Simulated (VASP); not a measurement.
A run of VASP 6.6.1 is set up as follows.

INCAR

```
SYSTEM = NaPbI3
PREC = Accurate
ENCUT = 520
EDIFF = 1E-6
ISMEAR = -1
SIGMA = 0.03
LREAL = .False.
LASPH = .True.
NELM = 80
ALGO = Normal
ISIF = 2
LWAVE = .False.
LCHARG = .False.
GGA = PS
NBANDS = 29
```

The input KPOINTS:

```
Automatic mesh
0
Gamma
  4 4 4
  0 0 0
```

The input POSCAR:

```
NaPbI3
1.0
    6.2249964022      0.0000000000      0.0000000000
    0.0000000000      6.2249964022      0.0000000000
    0.0000000000      0.0000000000      6.2249964022
Na Pb I
1 1 3
Direct
    0.0000000000      0.0000000000      0.0000000000
    0.5000000000      0.5000000000      0.5000000000
    0.5000000000      0.5000000000      0.0000000000
    0.5000000000      0.0000000000      0.5000000000
    0.0000000000      0.5000000000      0.5000000000
```

Potentials or basis: VASP PAW PBE potentials, release 64 (Na_pv, Pb_d, I).

The run is started by

```bash
$ cat potpaw_PBE.64/Na_pv/POTCAR potpaw_PBE.64/Pb_d/POTCAR potpaw_PBE.64/I/POTCAR > POTCAR
$ mpirun -np 1 vasp_std > vasp.out
```

Task: Predict the pressure.

Result: 0.0 GPa.

Task: Predict the band gap on the k mesh.

Result: 1.15 eV, direct.

Caveat: the PAW data sets were made with another functional, which shifts forces and pressure a little; spin-orbit coupling is left out, which moves the levels of the heavy elements. A k mesh can miss the band edges.
